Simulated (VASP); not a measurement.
# TaSnAs (P4/nmm) in VASP: single point with r2SCAN

Aim: the single point of TaSnAs with r2SCAN.

All numbers are computed with VASP 6.6.1; they aren't measurements. Logs are shortened: lines on timing, memory, paths and dates and some standing lists are left out, and cuts for length are marked.

## (1) The cell of the first run

Symmetry: P4/nmm, No. 129, tetragonal system. The conventional cell has a = 3.684 Å, b = 3.684 Å, c = 8.271 Å, α = 90.00°, β = 90.00°, γ = 90.00°. Sn (site symmetry -4m2) has 4 Sn at 2.60 Å and 4 Ta at 2.81 Å within 3.4 Å. Within 3.7 Å of As (site symmetry 4mm) lie 5 Ta at 2.83 to 2.92 Å and 8 As at 3.17 to 3.68 Å. Ta (site symmetry 4mm) has 4 Sn at 2.81 Å and 5 As at 2.83 to 2.92 Å and 4 Ta at 3.68 Å within 3.7 Å.

## (2) Single point, r2SCAN

Contents of POSCAR:

```
TaSnAs
1.0
    3.6835490000      0.0000000000      0.0000000000
    0.0000000000      3.6835490000      0.0000000000
    0.0000000000      0.0000000000      8.2714050000
Sn As Ta
2 2 2
Direct
    0.0000000000      0.0000000000      0.0000000000
    0.5000000000      0.5000000000      0.0000000000
    0.5000000000      0.0000000000      0.6090000000
    0.0000000000      0.5000000000      0.3910000000
    0.5000000000      0.0000000000      0.2560000000
    0.0000000000      0.5000000000      0.7440000000
```

Contents of INCAR.step1:

```
PREC = Accurate
ENCUT = 520
ISMEAR = 1
SIGMA = 0.0388
LREAL = False
LASPH = True
NELM = 100
NBANDS = 39
GGA = PE
ALGO = Normal
EDIFF = 1E-4
LWAVE = True
LCHARG = False
```

Contents of INCAR.step2:

```
PREC = Accurate
ENCUT = 520
EDIFF = 1E-7
ISMEAR = 1
SIGMA = 0.0388
LREAL = False
LASPH = True
NELM = 100
ALGO = Normal
ISIF = 2
LWAVE = False
LCHARG = False
METAGGA = R2SCAN
LMIXTAU = True
NBANDS = 39
ISTART = 1
```

Contents of KPOINTS:

```
Automatic mesh
0
Gamma
  7 7 3
```

Potentials or basis: VASP PAW PBE potentials, release 64 (Sn_d, As, Ta_pv).

Started as:

```bash
$ cat potpaw_PBE.64/Sn_d/POTCAR potpaw_PBE.64/As/POTCAR potpaw_PBE.64/Ta_pv/POTCAR > POTCAR
$ cp INCAR.step1 INCAR
$ mpirun -np 1 vasp_std > vasp.out
$ cp INCAR.step2 INCAR
$ mpirun -np 1 vasp_std > vasp.out
```

OUTCAR:

```text
PREC = Accurate
   ENCUT = 520
   EDIFF = 1E-7
   ISMEAR = 1
   LREAL = False
   LASPH = True
   NELM = 100
   ISIF = 2
   METAGGA = R2SCAN
   ISTART = 1

 ion  position               nearest neighbor table
   1  0.000  0.000  0.000-   2 2.60   2 2.60   2 2.60   2 2.60   6 2.81   6 2.81   5 2.81   5 2.81

   2  0.500  0.500  0.000-   1 2.60   1 2.60   1 2.60   1 2.60   5 2.81   6 2.81   6 2.81   5 2.81

   3  0.500  0.000  0.609-   6 2.83   6 2.83   6 2.83   6 2.83   5 2.92
   4  0.000  0.500  0.391-   5 2.83   5 2.83   5 2.83   5 2.83   6 2.92
   5  0.500  0.000  0.256-   1 2.81   2 2.81   2 2.81   1 2.81   4 2.83   4 2.83   4 2.83   4 2.83
                             3 2.92
   6  0.000  0.500  0.744-   1 2.81   2 2.81   1 2.81   2 2.81   3 2.83   3 2.83   3 2.83   3 2.83
                             4 2.92

  LATTYP: Found a simple tetragonal cell.
 ALAT       =     3.6835490000
 C/A-ratio  =     2.2454988382

  Lattice vectors:

 A1 = (   3.6835490000,   0.0000000000,   0.0000000000)
 A2 = (   0.0000000000,   3.6835490000,   0.0000000000)
 A3 = (   0.0000000000,   0.0000000000,   8.2714050000)

Analysis of symmetry for initial positions (statically):
=====================================================================
 Subroutine PRICEL returns:
 Original cell was already a primitive cell.

 Routine SETGRP: Setting up the symmetry group for a
 simple tetragonal supercell.

 Subroutine GETGRP returns: Found 16 space group operations
 (whereof  8 operations were pure point group operations)
 out of a pool of 16 trial point group operations.

The static configuration has the point symmetry D_2d.
 The point group associated with its full space group is D_4h.

Analysis of symmetry for dynamics (positions and initial velocities):
=====================================================================
 Subroutine PRICEL returns:
 Original cell was already a primitive cell.

 Routine SETGRP: Setting up the symmetry group for a
 simple tetragonal supercell.

 Subroutine GETGRP returns: Found 16 space group operations
 (whereof  8 operations were pure point group operations)
 out of a pool of 16 trial point group operations.

The dynamic configuration has the point symmetry D_2d.
 The point group associated with its full space group is D_4h.

 Subroutine INISYM returns: Found 16 space group operations
[... 100 lines left out ...]
   EDIFF  = 0.1E-06   stopping-criterion for ELM
   LREAL  =      F    real-space projection
   EDIFFG = 0.1E-05   stopping-criterion for IOM
   NSW    =      0    number of steps for IOM
   IBRION =     -1    ionic relax: 0-MD 1-quasi-New 2-CG
   NFREE  =      0    steps in history (QN), initial steepest desc. (CG)
   ISIF   =      2    stress and relaxation
   ISYM   =      2    0-nonsym 1-usesym 2-fastsym
   POTIM  = 0.5000    time-step for ionic-motion
   TEBEG  =    0.0;   TEEND  =   0.0 temperature during run
   PSTRESS=    0.0 pullay stress
   NELECT =      60.0000    total number of electrons
   NUPDOWN=      -1.0000    fix difference up-down
   EMIN   =  10.00;   EMAX   =-10.00  energy-range for DOS
   EFERMI =   0.00;   METHOD = LEGACY
   ISMEAR =     1;   SIGMA  =   0.04  broadening in eV -4-tet -1-fermi 0-gaus
   EFERMI_NEDOS =   21; number of points for ismear=-14 and -15
   IALGO  =     38    algorithm
   IMIX   =      4    mixing-type and parameters
     AMIX     =   0.40;   BMIX     =  1.00
     AMIX_MAG =   1.60;   BMIX_MAG =  1.00
  volume/ion in A,a.u.               =      18.71       126.23
  Fermi-wavevector in a.u.,A,eV,Ry     =   1.328682  2.510846 24.019684  1.765397
  Thomas-Fermi vector in A             =   2.457902
   LORBIT       =      0    0 simple, 1 ext, 2 COOP (PROOUT), +10 PAW based schemes
   METAGGA = R2SCAN    functional components
   LHFCALC =     F    Hartree Fock is set to
   AEXX    =    0.0000 exact exchange contribution
   IVDW    =     0    specifies the selected vdW correction
   LEPSILON=     F    determine dielectric tensor
   LRPA    =     F    only Hartree local field effects (RPA)
 non-spin polarized calculation
 Methfessel and Paxton  Order N= 1 SIGMA  =   0.04
  energy-cutoff  :      520.00
  volume of cell :      112.23
 maximum number of plane-waves:      3055
 NGX is ok and might be reduce to    28
   NGX = 13   NGY = 13   NGZ = 31

 number of electron      59.9999978 magnetization

 Free energy of the ion-electron system (eV)
  ---------------------------------------------------
  ext. energy  EPLUGINS =         0.00000000
  ---------------------------------------------------
  free energy    TOTEN  =      -175.02129247 eV

  energy without entropy =     -175.02075491  energy(sigma->0) =     -175.02111328

 E-fermi :   8.7643     XC(G=0): -12.6273

 val. band max:        8.7576084289   @ k =   0.1429   0.1429   0.0000
 cond. band min:       8.7693095131   @ k =   0.2857   0.0000   0.3333
 fundamental gap:      0.0117010842
 Fermi energy:         8.7643225730

 k-point     1 :       0.0000    0.0000    0.0000
  band No.  band energies     occupation
      1     -27.6455      2.00000
      2     -27.6455      2.00000
      3     -27.6447      2.00000
      4     -27.6447      2.00000
      5     -27.6372      2.00000
      6     -27.6254      2.00000
[... 829 lines left out ...]
     38      12.5456      0.00000
     39      13.0860      0.00000

------------------------ aborting loop because EDIFF is reached ----------------------------------------

  FORCE on cell =-STRESS in cart. coord.  units (eV):
  Direction    XX          YY          ZZ          XY          YZ          ZX
  --------------------------------------------------------------------------------------
  -------------------------------------------------------------------------------------
  Total       10.6335588     10.6335588      2.8720187      0.0000000      0.0000000      0.0000000
  in kB      151.8018384    151.8018384     41.0001695      0.0000000      0.0000000      0.0000000
  external PRESSURE =     114.8679488 kB  Pullay stress =       0.0000000 kB

 VOLUME and BASIS-vectors are now :
 -----------------------------------------------------------------------------
  energy-cutoff  :      520.00
  volume of cell :      112.23
      direct lattice vectors                 reciprocal lattice vectors
     3.683549000  0.000000000  0.000000000     0.271477317  0.000000000  0.000000000
     0.000000000  3.683549000  0.000000000     0.000000000  0.271477317  0.000000000
     0.000000000  0.000000000  8.271405000     0.000000000  0.000000000  0.120898445

 POSITION                                       TOTAL-FORCE (eV/Angst)
 -----------------------------------------------------------------------------------
      0.00000      0.00000      0.00000        -0.000000     -0.000000      0.000000
      1.84177      1.84177      0.00000         0.000000      0.000000      0.000000
      1.84177      0.00000      5.03729        -0.000000      0.000000      0.364921
      0.00000      1.84177      3.23412        -0.000000      0.000000     -0.364921
      1.84177      0.00000      2.11748         0.000000      0.000000      3.395430
      0.00000      1.84177      6.15393        -0.000000     -0.000000     -3.395430
 -----------------------------------------------------------------------------------
    total drift:                                0.000000      0.000000     -0.000000

  FREE ENERGIE OF THE ION-ELECTRON SYSTEM (eV)
  ---------------------------------------------------
  free  energy   TOTEN  =      -175.0212924706 eV

  energy  without entropy=     -175.0207549088  energy(sigma->0) =     -175.02111328
```

OSZICAR.step1:

```text
N       E                     dE             d eps       ncg     rms          rms(c)
DAV:   1     0.649321033206E+03    0.64932E+03   -0.29593E+04  1661   0.207E+03
DAV:   2     0.419854049540E+02   -0.60734E+03   -0.58871E+03  1581   0.606E+02
DAV:   3    -0.368428110786E+02   -0.78828E+02   -0.76060E+02  1784   0.171E+02
DAV:   4    -0.411373575325E+02   -0.42945E+01   -0.42353E+01  2041   0.402E+01
DAV:   5    -0.412364751050E+02   -0.99118E-01   -0.99012E-01  2090   0.679E+00    0.190E+01
DAV:   6    -0.395714035702E+02    0.16651E+01   -0.70410E+00  1970   0.108E+01    0.787E+00
DAV:   7    -0.394159096440E+02    0.15549E+00   -0.10823E+00  2022   0.593E+00    0.416E+00
DAV:   8    -0.393522812612E+02    0.63628E-01   -0.20152E-01  1947   0.268E+00    0.720E-01
DAV:   9    -0.393524530130E+02   -0.17175E-03   -0.23630E-02  2124   0.811E-01    0.310E-01
DAV:  10    -0.393523312002E+02    0.12181E-03   -0.50464E-03  2004   0.525E-01    0.130E-01
DAV:  11    -0.393520969569E+02    0.23424E-03   -0.11303E-03  1738   0.190E-01    0.264E-02
DAV:  12    -0.393520900210E+02    0.69359E-05   -0.78005E-05  1187   0.593E-02
   1 F= -.39352090E+02 E0= -.39351800E+02  d E =-.870876E-03
```

It took 2.2 min on 1 thread of Intel Xeon 6975P-C (Granite Rapids), shared host; peak memory 0.27 GiB.

Results:

| Quantity | Value |
| --- | --- |
| Free energy | -175.0213 eV |
| Pressure | 11.5 GPa |
| Largest force | 3.395 eV/Å |
| Band gap on the k mesh | zero (band 30 reaches 8.77 eV, above the bottom of band 31 at 8.61 eV) |

Forces on the atoms (eV/Å):
```
Sn   0.000  0.000  0.000
Sn   0.000  0.000  0.000
As   0.000  0.000  0.365
As   0.000  0.000 -0.365
Ta   0.000  0.000  3.395
Ta   0.000  0.000 -3.395
```

Caveat: the PAW data sets were made with another functional, which shifts forces and pressure a little; spin-orbit coupling is left out, which moves the levels of the heavy elements.
